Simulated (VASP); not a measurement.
Wanted: the native input for a VASP 6.6.1 run.

* Task: single point
* Functional: PBE
* Potentials or basis: VASP PAW PBE potentials, release 64 (K_sv, Ta_sv_GW, O)
* Cutoff: 700 eV
* k mesh: 6 × 6 × 6
* Occupations: gaussian, width 0.01 eV
* Spin: no spin polarisation
* Dipole correction: no
* Further INCAR settings: ALGO = Normal; EDIFF = 1e-06; NBANDS = 28

The structure of KTaO3 lies in POSCAR:

```
KTaO3
1.0
    3.9901309646      0.0000000000      0.0000000000
    0.0000000000      3.9901309646      0.0000000000
    0.0000000000      0.0000000000      3.9901309646
K Ta O
1 1 3
Direct
    0.5000000000      0.5000000000      0.5000000000
    0.0000000000      0.0000000000      0.0000000000
    0.5000000000      0.0000000000      0.0000000000
    0.0000000000      0.5000000000      0.0000000000
    0.0000000000      0.0000000000      0.5000000000
```

One way to write it, as run:

INCAR

```
SYSTEM = KTaO3
  ALGO = Normal
  EDIFF = 1E-6
  ENCUT = 700
  GGA = PE
  GGA_COMPAT = .False.
  ISIF = 2
  ISMEAR = 0
  LASPH = .True.
  LCHARG = .True.
  LELF = .True.
  LREAL = .False.
  LVHAR = .True.
  LWAVE = .False.
  NBANDS = 28
  NELM = 120
  PREC = Accurate
  SIGMA = 0.01
```

KPOINTS

```
k-points
0
Gamma
  6 6 6
  0 0 0
```

Potentials or basis: VASP PAW PBE potentials, release 64 (K_sv, Ta_sv_GW, O).

Launch:

```console
$ cat potpaw_PBE.64/K_sv/POTCAR potpaw_PBE.64/Ta_sv_GW/POTCAR potpaw_PBE.64/O/POTCAR > POTCAR
$ mpirun -np 1 vasp_std > vasp.out
```

Results of the run:

```yaml
Pressure: 5.2 GPa
Band_gap_on_the_k_mesh: 2.21 eV (least direct gap 2.83 eV)
```

Caveat: the cell stands under pressure; spin-orbit coupling is left out, which moves the levels of the heavy elements.

Run time: 44 s on 1 thread of AMD EPYC 9R45 96-Core Processor (Zen 5), on a shared host, peak memory 0.21 GiB.
